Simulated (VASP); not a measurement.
# S (Im-3m) in VASP: further runs, part 2 of 2

VASP 6.6.1. Earlier steps stand in the parts before.

### Step 3. Single point, PBE

The input, INCAR:

```
SYSTEM = S
  PREC = Accurate
  ENCUT = 520
  EDIFF = 1E-7
  ISMEAR = -1
  SIGMA = 0.08
  LREAL = .False.
  LASPH = .True.
  NELM = 60
  ALGO = Normal
  ISIF = 2
  LWAVE = .False.
  LCHARG = .False.
  GGA = PE
  NBANDS = 9
```

The input, KPOINTS:

```
regular mesh
0
Gamma
  19 19 19
  0 0 0
```

The input, POSCAR:

```
S
1.0
   -1.4082436773      1.4082436773      1.4082436773
    1.4082436773     -1.4082436773      1.4082436773
    1.4082436773      1.4082436773     -1.4082436773
S
1
Direct
    0.0000000000      0.0000000000      0.0000000000
```

Potentials or basis: VASP PAW PBE potentials, release 64 (S).

On the command line:

```bash
$ cat potpaw_PBE.64/S/POTCAR > POTCAR
$ mpirun -np 1 vasp_std > vasp.out
```

OUTCAR:

```text
SYSTEM = S
   PREC = Accurate
   ENCUT = 520
   EDIFF = 1E-7
   ISMEAR = -1
   LREAL = .False.
   LASPH = .True.
   NELM = 60
   ISIF = 2
   GGA = PE

 ion  position               nearest neighbor table
   1  0.000  0.000  0.000-

  LATTYP: Found a body centered cubic cell.
 ALAT       =     2.8164873546

  Lattice vectors:

 A1 = (  -1.4082436773,   1.4082436773,   1.4082436773)
 A2 = (   1.4082436773,  -1.4082436773,   1.4082436773)
 A3 = (   1.4082436773,   1.4082436773,  -1.4082436773)

Analysis of symmetry for initial positions (statically):
=====================================================================
 Subroutine PRICEL returns:
 Original cell was already a primitive cell.

 Routine SETGRP: Setting up the symmetry group for a
 body centered cubic supercell.

 Subroutine GETGRP returns: Found 48 space group operations
 (whereof 48 operations were pure point group operations)
 out of a pool of 48 trial point group operations.

The static configuration has the point symmetry O_h .

Analysis of symmetry for dynamics (positions and initial velocities):
=====================================================================
 Subroutine PRICEL returns:
 Original cell was already a primitive cell.

 Routine SETGRP: Setting up the symmetry group for a
 body centered cubic supercell.

 Subroutine GETGRP returns: Found 48 space group operations
 (whereof 48 operations were pure point group operations)
 out of a pool of 48 trial point group operations.

The dynamic configuration has the point symmetry O_h .

 Subroutine INISYM returns: Found 48 space group operations
 (whereof 48 operations are pure point group operations),
 and found     1 'primitive' translations

----------------------------------------------------------------------------------------

                                     Primitive cell

  volume of cell :      11.1710

  direct lattice vectors                    reciprocal lattice vectors
    -1.408243677  1.408243677  1.408243677     0.000000000  0.355052189  0.355052189
     1.408243677 -1.408243677  1.408243677     0.355052189  0.000000000  0.355052189
     1.408243677  1.408243677 -1.408243677     0.355052189  0.355052189  0.000000000

  length of vectors
     2.439149599  2.439149599  2.439149599     0.502119621  0.502119621  0.502119621

  position of ions in fractional coordinates (direct lattice)
     0.000000000  0.000000000  0.000000000

  ion indices of the primitive-cell ions
   primitive index   ion index
                 1           1

----------------------------------------------------------------------------------------

 KPOINTS: regular mesh

Automatic generation of k-mesh.
 Grid dimensions read from file:
 generate k-points for:   19   19   19

 Generating k-lattice:

  Cartesian coordinates                     Fractional coordinates (reciprocal lattice)
     0.000000000  0.018686957  0.018686957     0.052631579  0.000000000  0.000000000
     0.018686957  0.000000000  0.018686957     0.000000000  0.052631579  0.000000000
     0.018686957  0.018686957  0.000000000     0.000000000  0.000000000  0.052631579

  Length of vectors
     0.026427348  0.026427348  0.026427348

  Shift w.r.t. Gamma in fractional coordinates (k-lattice)
     0.000000000  0.000000000  0.000000000

 Subroutine IBZKPT returns following result:
 ===========================================

 Found    220 irreducible k-points:

 Following reciprocal coordinates:
            Coordinates               Weight
  0.000000  0.000000  0.000000      1.000000
  0.052632  0.000000  0.000000     12.000000
  0.105263  0.000000  0.000000     12.000000
  0.157895  0.000000  0.000000     12.000000
  0.210526  0.000000  0.000000     12.000000
  0.263158  0.000000  0.000000     12.000000
[... 16 lines left out ...]
  0.263158  0.105263 -0.000000     48.000000
  0.315789  0.105263  0.000000     48.000000
 [... further k-points ...]
   k-points           NKPTS =    220   k-points in BZ     NKDIM =    220   number of bands    NBANDS=      9
   number of dos      NEDOS =    301   number of ions     NIONS =      1
   total plane-waves  NPLWV =   5832
   dimension x,y,z NGX =    18 NGY =   18 NGZ =   18
   dimension x,y,z NGXF=    36 NGYF=   36 NGZF=   36
   ions per type =               1
   NGX,Y,Z   is equivalent  to a cutoff of  12.27, 12.27, 12.27 a.u.
   NGXF,Y,Z  is equivalent  to a cutoff of  24.54, 24.54, 24.54 a.u.
 SYSTEM =  S
   PREC   = accura    normal or accurate (medium, high low for compatibility)
   ISTART =      0    job   : 0-new  1-cont  2-samecut
   ICHARG =      2    charge: 1-file 2-atom 10-const
   ISPIN  =      1    spin polarized calculation?
   LNONCOLLINEAR =      F non collinear calculations
   LSORBIT =      F    spin-orbit coupling
   LASPH  =      T    aspherical Exc in radial PAW
   ENCUT  =  520.0 eV  38.22 Ry    6.18 a.u.   4.54  4.54  4.54*2*pi/ulx,y,z
   NELM   =     60;   NELMIN=  2; NELMDL= -5     # of ELM steps
   EDIFF  = 0.1E-06   stopping-criterion for ELM
   LREAL  =      F    real-space projection
   EDIFFG = 0.1E-05   stopping-criterion for IOM
   NSW    =      0    number of steps for IOM
   IBRION =     -1    ionic relax: 0-MD 1-quasi-New 2-CG
   NFREE  =      0    steps in history (QN), initial steepest desc. (CG)
   ISIF   =      2    stress and relaxation
   ISYM   =      2    0-nonsym 1-usesym 2-fastsym
   POTIM  = 0.5000    time-step for ionic-motion
   TEBEG  =    0.0;   TEEND  =   0.0 temperature during run
   PSTRESS=    0.0 pullay stress
   NELECT =       6.0000    total number of electrons
   NUPDOWN=      -1.0000    fix difference up-down
   EMIN   =  10.00;   EMAX   =-10.00  energy-range for DOS
   EFERMI =   0.00;   METHOD = LEGACY
   ISMEAR =    -1;   SIGMA  =   0.08  broadening in eV -4-tet -1-fermi 0-gaus
   EFERMI_NEDOS =   21; number of points for ismear=-14 and -15
   IALGO  =     38    algorithm
   IMIX   =      4    mixing-type and parameters
     AMIX     =   0.40;   BMIX     =  1.00
     AMIX_MAG =   1.60;   BMIX_MAG =  1.00
  volume/ion in A,a.u.               =      11.17        75.39
  Fermi-wavevector in a.u.,A,eV,Ry     =   1.330743  2.514739 24.094234  1.770876
  Thomas-Fermi vector in A             =   2.459807
   LORBIT       =      0    0 simple, 1 ext, 2 COOP (PROOUT), +10 PAW based schemes
   GGA     = PE    functional components
   LHFCALC =     F    Hartree Fock is set to
   AEXX    =    0.0000 exact exchange contribution
   IVDW    =     0    specifies the selected vdW correction
   LEPSILON=     F    determine dielectric tensor
   LRPA    =     F    only Hartree local field effects (RPA)
 non-spin polarized calculation
  energy-cutoff  :      520.00
  volume of cell :       11.17
 maximum number of plane-waves:       321
   NGX =  9   NGY =  9   NGZ =  9

 number of electron       6.0000000 magnetization

 Free energy of the ion-electron system (eV)
  ---------------------------------------------------
  ext. energy  EPLUGINS =         0.00000000
  ---------------------------------------------------
  free energy    TOTEN  =        -2.39034574 eV

  energy without entropy =       -2.37867613  energy(sigma->0) =       -2.38451093

 E-fermi :  13.5926     XC(G=0): -12.8819

 val. band max:       13.5680277579   @ k =  -0.4737   0.4737   0.0526
 cond. band min:      13.5942452885   @ k =  -0.2632   0.2632   0.2105
 fundamental gap:      0.0262175306
 Fermi energy:        13.5926195096

 k-point     1 :       0.0000    0.0000    0.0000
  band No.  band energies     occupation
      1      -7.5981      2.00000
      2      18.9529      0.00000
      3      18.9529      0.00000
      4      18.9529      0.00000
      5      25.9570      0.00000
      6      25.9570      0.00000
      7      25.9570      0.00000
      8      30.6959      0.00000
      9      30.6959      0.00000

 k-point     2 :       0.0526    0.0000    0.0000
  band No.  band energies     occupation
      1      -7.5022      2.00000
      2      18.3937      0.00000
      3      18.6526      0.00000
      4      18.9036      0.00000
      5      25.6891      0.00000
      6      26.0364      0.00000
      7      26.4300      0.00000
      8      30.0699      0.00000
      9      30.5970      0.00000
[... 253 lines left out ...]
 k-point    24 :       0.3158    0.1053    0.0000
  band No.  band energies     occupation
      1      -2.7564      2.00000
      2       6.4342      2.00000
      3      12.7921      1.99991
      4      16.1984      0.00000
      5      22.2819      0.00000
      6      24.1690      0.00000
      7      30.4907      0.00000
      8      34.2034      0.00000
      9      37.4756      0.00000

 [... further k-points ...]

------------------------ aborting loop because EDIFF is reached ----------------------------------------

  FORCE on cell =-STRESS in cart. coord.  units (eV):
  Direction    XX          YY          ZZ          XY          YZ          ZX
  --------------------------------------------------------------------------------------
  -------------------------------------------------------------------------------------
  Total        3.9873547      3.9873547      3.9873547     -0.0000000     -0.0000000     -0.0000000
  in kB      571.8762157    571.8762157    571.8762157     -0.0000000     -0.0000000     -0.0000000
  external PRESSURE =     571.8762157 kB  Pullay stress =       0.0000000 kB

 VOLUME and BASIS-vectors are now :
 -----------------------------------------------------------------------------
  energy-cutoff  :      520.00
  volume of cell :       11.17
      direct lattice vectors                 reciprocal lattice vectors
    -1.408243677  1.408243677  1.408243677     0.000000000  0.355052189  0.355052189
     1.408243677 -1.408243677  1.408243677     0.355052189  0.000000000  0.355052189
     1.408243677  1.408243677 -1.408243677     0.355052189  0.355052189  0.000000000

 POSITION                                       TOTAL-FORCE (eV/Angst)
 -----------------------------------------------------------------------------------
      0.00000      0.00000      0.00000        -0.000000      0.000000      0.000000
 -----------------------------------------------------------------------------------
    total drift:                                0.000000     -0.000000      0.000000

  FREE ENERGIE OF THE ION-ELECTRON SYSTEM (eV)
  ---------------------------------------------------
  free  energy   TOTEN  =        -2.3903457402 eV

  energy  without entropy=       -2.3786761298  energy(sigma->0) =       -2.38451093
```

stdout:

```text
POSCAR found type information on POSCAR S
 POSCAR found :  1 types and       1 ions
 scaLAPACK will be used
 LDA part: xc-table for (Slater+PW92), standard interpolation
 POSCAR, INCAR and KPOINTS ok, starting setup
 FFT: planning ... GRIDC
 FFT: planning ... GRID_SOFT
 FFT: planning ... GRID
 WAVECAR not read
 entering main loop
```

It took 6.8 s on 1 thread of Intel Xeon 6975P-C (Granite Rapids), shared host; peak memory 0.12 GiB.

What came out:

```
Free energy            : -2.3903 eV
Pressure               : 57.2 GPa
Band gap on the k mesh : zero (bands 3 and 4 overlap by 11.18 eV)
```

Caveat: the cell stands under pressure.

The gap in the log of VASP goes by the Fermi energy; the results here count the filled bands.